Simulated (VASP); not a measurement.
# MgO (NiAs type) (P6_3/mmc) in VASP: relaxation of cell and atoms with PBE

Aim: the relaxation of cell and atoms of MgO (NiAs type) with PBE.

Everything below comes from runs of VASP 6.6.1. Logs are shortened: lines on timing, memory, paths and dates and some standing lists are left out, and cuts for length are marked.

## (1) The cell of the first run

It takes space group P6_3/mmc (No. 194, hexagonal). Conventional cell: a = 3.061 Å, b = 3.061 Å, c = 4.744 Å, α = 90.00°, β = 90.00°, γ = 120.00°. Mg (site symmetry -3m) has 6 O at 2.13 Å and 2 Mg at 2.37 Å within 2.8 Å. Within 2.8 Å of O (site symmetry -6m2) lie 6 Mg at 2.13 Å.

## (2) Relaxation of cell and atoms, PBE, target pressure -0.0091 GPa, at which the enthalpy is minimised

INCAR reads:

```
SYSTEM = MgO
PREC = Accurate ; ENCUT = 600
EDIFF = 1E-6 ; ISMEAR = -1
SIGMA = 0.08 ; LREAL = .False.
LASPH = .True. ; NELM = 100
ALGO = Normal ; ISIF = 3
LWAVE = .False. ; LCHARG = .False.
GGA = PE ; IBRION = 2
NSW = 60 ; EDIFFG = -0.005
PSTRESS = -0.091
```

KPOINTS reads:

```
Automatic mesh
0
Gamma
  10 10 6
  0 0 0
```

POSCAR reads:

```
MgO
1.0
    3.0607071304      0.0000000000      0.0000000000
   -1.5303535652      2.6506501285      0.0000000000
    0.0000000000      0.0000000000      4.7440960522
Mg O
2 2
Direct
    0.0000000000      0.0000000000      0.0000000000
    0.0000000000      0.0000000000      0.5000000000
    0.3333333333      0.6666666667      0.2500000000
    0.6666666667      0.3333333333      0.7500000000
```

Potentials or basis: VASP PAW PBE potentials, release 64 (Mg, O).

On the command line:

```
cat potpaw_PBE.64/Mg/POTCAR potpaw_PBE.64/O/POTCAR > POTCAR
mpirun -np 1 vasp_std > vasp.out
```

OUTCAR:

```text
SYSTEM = MgO
   PREC = Accurate
   ENCUT = 600
   EDIFF = 1E-6
   ISMEAR = -1
   LREAL = .False.
   LASPH = .True.
   NELM = 100
   ISIF = 3
   GGA = PE
   IBRION = 2
   NSW = 60
   EDIFFG = -0.005
   PSTRESS = -0.091

 ion  position               nearest neighbor table
   1  0.000  0.000  0.000-   3 2.13   4 2.13   4 2.13   3 2.13   4 2.13   3 2.13   2 2.37   2 2.37

   2  0.000  0.000  0.500-   3 2.13   4 2.13   4 2.13   3 2.13   4 2.13   3 2.13   1 2.37   1 2.37

   3  0.333  0.667  0.250-   1 2.13   2 2.13   1 2.13   2 2.13   1 2.13   2 2.13
   4  0.667  0.333  0.750-   1 2.13   2 2.13   1 2.13   2 2.13   1 2.13   2 2.13

  LATTYP: Found a hexagonal cell.
 ALAT       =     3.0607071304
 C/A-ratio  =     1.5500000000

  Lattice vectors:

 A1 = (   3.0607071304,   0.0000000000,   0.0000000000)
 A2 = (  -1.5303535652,   2.6506501285,   0.0000000000)
 A3 = (   0.0000000000,   0.0000000000,   4.7440960522)

Analysis of symmetry for initial positions (statically):
=====================================================================
 Subroutine PRICEL returns:
 Original cell was already a primitive cell.

 Routine SETGRP: Setting up the symmetry group for a
 hexagonal supercell.

 Subroutine GETGRP returns: Found 24 space group operations
 (whereof 12 operations were pure point group operations)
 out of a pool of 24 trial point group operations.

The static configuration has the point symmetry D_3d.
 The point group associated with its full space group is D_6h.

Analysis of symmetry for dynamics (positions and initial velocities):
=====================================================================
 Subroutine PRICEL returns:
 Original cell was already a primitive cell.

 Routine SETGRP: Setting up the symmetry group for a
 hexagonal supercell.

 Subroutine GETGRP returns: Found 24 space group operations
 (whereof 12 operations were pure point group operations)
 out of a pool of 24 trial point group operations.

The dynamic configuration has the point symmetry D_3d.
 The point group associated with its full space group is D_6h.

 Subroutine INISYM returns: Found 24 space group operations
 (whereof 12 operations are pure point group operations),
 and found     1 'primitive' translations

----------------------------------------------------------------------------------------

                                     Primitive cell

  volume of cell :      38.4882

  direct lattice vectors                    reciprocal lattice vectors
     3.060707130  0.000000000  0.000000000     0.326721884  0.188632968  0.000000000
    -1.530353565  2.650650129  0.000000000     0.000000000  0.377265935  0.000000000
     0.000000000  0.000000000  4.744096052     0.000000000  0.000000000  0.210788312

  length of vectors
     3.060707130  3.060707130  4.744096052     0.377265935  0.377265935  0.210788312

  position of ions in fractional coordinates (direct lattice)
     0.000000000  0.000000000  0.000000000
     0.000000000  0.000000000  0.500000000
     0.333333333  0.666666667  0.250000000
     0.666666667  0.333333333  0.750000000

  ion indices of the primitive-cell ions
   primitive index   ion index
                 1           1
                 2           2
                 3           3
                 4           4

----------------------------------------------------------------------------------------

 KPOINTS: Automatic mesh

Automatic generation of k-mesh.
 Grid dimensions read from file:
 generate k-points for:   10   10    6

 Generating k-lattice:

  Cartesian coordinates                     Fractional coordinates (reciprocal lattice)
     0.032672188  0.018863297  0.000000000     0.100000000  0.000000000  0.000000000
     0.000000000  0.037726594  0.000000000     0.000000000  0.100000000  0.000000000
     0.000000000  0.000000000  0.035131385     0.000000000  0.000000000  0.166666667

  Length of vectors
     0.037726594  0.037726594  0.035131385

  Shift w.r.t. Gamma in fractional coordinates (k-lattice)
     0.000000000  0.000000000  0.000000000

 Subroutine IBZKPT returns following result:
 ===========================================

 Found     56 irreducible k-points:

 Following reciprocal coordinates:
            Coordinates               Weight
  0.000000  0.000000  0.000000      1.000000
  0.100000 -0.000000  0.000000      6.000000
  0.200000 -0.000000  0.000000      6.000000
  0.300000 -0.000000  0.000000      6.000000
  0.400000 -0.000000  0.000000      6.000000
  0.500000 -0.000000  0.000000      3.000000
[... 16 lines left out ...]
  0.300000  0.100000  0.166667     24.000000
  0.400000  0.100000  0.166667     24.000000
 [... further k-points ...]
   k-points           NKPTS =     56   k-points in BZ     NKDIM =     56   number of bands    NBANDS=     12
   number of dos      NEDOS =    301   number of ions     NIONS =      4
   total plane-waves  NPLWV =  23040
   dimension x,y,z NGX =    24 NGY =   24 NGZ =   40
   dimension x,y,z NGXF=    48 NGYF=   48 NGZF=   80
   ions per type =               2   2
   NGX,Y,Z   is equivalent  to a cutoff of  13.04, 13.04, 14.02 a.u.
   NGXF,Y,Z  is equivalent  to a cutoff of  26.07, 26.07, 28.03 a.u.
 SYSTEM =  MgO
   PREC   = accura    normal or accurate (medium, high low for compatibility)
   ISTART =      0    job   : 0-new  1-cont  2-samecut
   ICHARG =      2    charge: 1-file 2-atom 10-const
   ISPIN  =      1    spin polarized calculation?
   LNONCOLLINEAR =      F non collinear calculations
   LSORBIT =      F    spin-orbit coupling
   LASPH  =      T    aspherical Exc in radial PAW
   ENCUT  =  600.0 eV  44.10 Ry    6.64 a.u.   6.11  6.11  9.48*2*pi/ulx,y,z
   NELM   =    100;   NELMIN=  2; NELMDL= -5     # of ELM steps
   EDIFF  = 0.1E-05   stopping-criterion for ELM
   LREAL  =      F    real-space projection
   EDIFFG = -.5E-02   stopping-criterion for IOM
   NSW    =     60    number of steps for IOM
   IBRION =      2    ionic relax: 0-MD 1-quasi-New 2-CG
   NFREE  =      1    steps in history (QN), initial steepest desc. (CG)
   ISIF   =      3    stress and relaxation
   ISYM   =      2    0-nonsym 1-usesym 2-fastsym
   POTIM  = 0.5000    time-step for ionic-motion
   TEBEG  =    0.0;   TEEND  =   0.0 temperature during run
   PSTRESS=   -0.1 pullay stress
   NELECT =      16.0000    total number of electrons
   NUPDOWN=      -1.0000    fix difference up-down
   EMIN   =  10.00;   EMAX   =-10.00  energy-range for DOS
   EFERMI =   0.00;   METHOD = LEGACY
   ISMEAR =    -1;   SIGMA  =   0.08  broadening in eV -4-tet -1-fermi 0-gaus
   EFERMI_NEDOS =   21; number of points for ismear=-14 and -15
   IALGO  =     38    algorithm
   IMIX   =      4    mixing-type and parameters
     AMIX     =   0.40;   BMIX     =  1.00
     AMIX_MAG =   1.60;   BMIX_MAG =  1.00
  volume/ion in A,a.u.               =       9.62        64.93
  Fermi-wavevector in a.u.,A,eV,Ry     =   1.221815  2.308896 20.311225  1.492833
  Thomas-Fermi vector in A             =   2.356984
   LORBIT       =      0    0 simple, 1 ext, 2 COOP (PROOUT), +10 PAW based schemes
   GGA     = PE    functional components
   LHFCALC =     F    Hartree Fock is set to
   AEXX    =    0.0000 exact exchange contribution
   IVDW    =     0    specifies the selected vdW correction
   LEPSILON=     F    determine dielectric tensor
   LRPA    =     F    only Hartree local field effects (RPA)
 conjugate gradient relaxation of ions
 non-spin polarized calculation
  energy-cutoff  :      600.00
  volume of cell :       38.49
 maximum number of plane-waves:      1304
   NGX = 13   NGY = 13   NGZ = 19

--------------------------------------- Ionic step        1  -------------------------------------------

 number of electron      16.0000003 magnetization

 Free energy of the ion-electron system (eV)
  ---------------------------------------------------
  ext. energy  EPLUGINS =         0.00000000
  ---------------------------------------------------
  free energy    TOTEN  =       -22.73412540 eV

  energy without entropy =      -22.73412540  energy(sigma->0) =      -22.73412540

------------------------ aborting loop because EDIFF is reached ----------------------------------------

  FORCE on cell =-STRESS in cart. coord.  units (eV):
  Direction    XX          YY          ZZ          XY          YZ          ZX
  --------------------------------------------------------------------------------------
  -------------------------------------------------------------------------------------
  Total       -3.3709990     -3.3709990      9.0515135      0.0000000     -0.0000000      0.0000000
  in kB     -140.3271013   -140.3271013    376.7941317      0.0000000     -0.0000000      0.0000000
  external PRESSURE =      32.1376431 kB  Pullay stress =      -0.0910000 kB
[... 265 lines left out ...]
  enthalpy is  TOTEN    =       -23.2323686099 eV   P V=       -0.0022062811

--------------------------------------- Ionic step        8  -------------------------------------------

 number of electron      16.0000003 magnetization

 Free energy of the ion-electron system (eV)
  ---------------------------------------------------
  ext. energy  EPLUGINS =         0.00000000
  ---------------------------------------------------
  free energy    TOTEN  =       -23.23016806 eV

  energy without entropy =      -23.23016806  energy(sigma->0) =      -23.23016806

 E-fermi :   4.7337     XC(G=0): -10.8816

 val. band max:        3.0685542321   @ k =   0.0000   0.0000   0.0000
 cond. band min:       7.2330928769   @ k =   0.0000   0.0000   0.0000
 fundamental gap:      4.1645386448
 Fermi energy:         4.7337482344

 k-point     1 :       0.0000    0.0000    0.0000
  band No.  band energies     occupation
      1     -14.1583      2.00000
      2     -13.1229      2.00000
      3      -1.7570      2.00000
      4       2.5674      2.00000
      5       2.5772      2.00000
      6       2.5772      2.00000
      7       3.0686      2.00000
      8       3.0686      2.00000
      9       7.2331      0.00000
     10      10.9911      0.00000
     11      14.4602      0.00000
     12      15.9086      0.00000
[... 331 lines left out ...]
 k-point    24 :       0.4000    0.1000    0.1667
  band No.  band energies     occupation
      1     -12.9238      2.00000
      2     -12.7214      2.00000
      3      -1.1041      2.00000
      4      -0.4326      2.00000
      5       0.6471      2.00000
      6       1.5935      2.00000
      7       1.7181      2.00000
      8       2.1131      2.00000
      9      11.3869      0.00000
     10      13.0900      0.00000
     11      13.4839      0.00000
     12      14.0485      0.00000

 [... further k-points ...]

------------------------ aborting loop because EDIFF is reached ----------------------------------------

  FORCE on cell =-STRESS in cart. coord.  units (eV):
  Direction    XX          YY          ZZ          XY          YZ          ZX
  --------------------------------------------------------------------------------------
  -------------------------------------------------------------------------------------
  Total       -0.0019466     -0.0019466     -0.0024735      0.0000000      0.0000000      0.0000000
  in kB       -0.0802838     -0.0802838     -0.1020142      0.0000000      0.0000000      0.0000000
  external PRESSURE =       0.0034727 kB  Pullay stress =      -0.0910000 kB
[... 19 lines left out ...]
  FREE ENERGIE OF THE ION-ELECTRON SYSTEM (eV)
  ---------------------------------------------------
  free  energy   TOTEN  =       -23.2301680588 eV

  energy  without entropy=      -23.2301680587  energy(sigma->0) =      -23.23016806

  enthalpy is  TOTEN    =       -23.2323745277 eV   P V=       -0.0022064689

 reached required accuracy - stopping structural energy minimisation
```

It took 2 min on 1 thread of Intel Xeon 8259CL, shared host; peak memory 0.18 GiB.

Results:

```
Free energy                                                : -23.2302 eV
Relaxed volume                                             : 9.71 Å³/atom
Relaxed cell                                               : a = 2.952 Å, b = 2.952 Å, c = 5.148 Å, α = 90.00°, β = 90.00°, γ = 120.00°
Space group after relaxing (to 0.1 Å)                      : P6_3/mmc (No. 194)
Energy change on relaxing (the run minimises the enthalpy) : -124.0 meV/atom
Ionic steps                                                : 8
Pressure after relaxing                                    : 0.0 GPa
Band gap on the k mesh                                     : 4.16 eV
```

The path:
```tsv
step	energy change (eV)	largest force (eV/Å)	pressure (GPa)	volume (Å³)
1	0.0000	0.0000	3.20	38.49
2	-0.4660	0.0000	-1.86	39.29
3	-0.4947	0.0000	-1.19	39.17
4	-0.4947	0.0000	-1.25	39.18
5	-0.4959	0.0000	0.21	38.79
6	-0.4959	0.0000	-0.08	38.86
7	-0.4960	0.0000	0.02	38.84
8	-0.4960	0.0000	-0.01	38.85
```

Final structure:
```
Mg O
1.0
     2.95199    0.00000    0.00000
    -1.47599    2.55650    0.00000
     0.00000    0.00000    5.14762
Mg O
2 2
Direct
  0.00000 0.00000 0.00000
  0.00000 0.00000 0.50000
  0.33333 0.66667 0.25000
  0.66667 0.33333 0.75000
```

Levels at points of the mesh, in eV from the valence-band top:
```csv
k point,band 4,band 5,band 6,band 7,band 8,band 9,band 10,band 11,band 12
"(0.00, 0.00, 0.00)",-0.50,-0.49,-0.49,0.00,0.00,4.16,7.92,11.39,12.84
"(0.50, 0.00, 0.00)",-3.43,-2.58,-1.54,-1.20,-0.69,8.24,9.47,10.08,11.38
"(0.00, 0.00, 0.50)",-3.03,-0.25,-0.25,-0.25,-0.25,6.61,6.61,11.72,11.72
"(0.50, 0.00, 0.50)",-4.26,-1.49,-1.49,-0.95,-0.95,8.45,8.45,10.79,10.79
```

Caveat: the cell is relaxed towards a set pressure, so the run minimises the enthalpy, not the energy. A k mesh can miss the band edges.
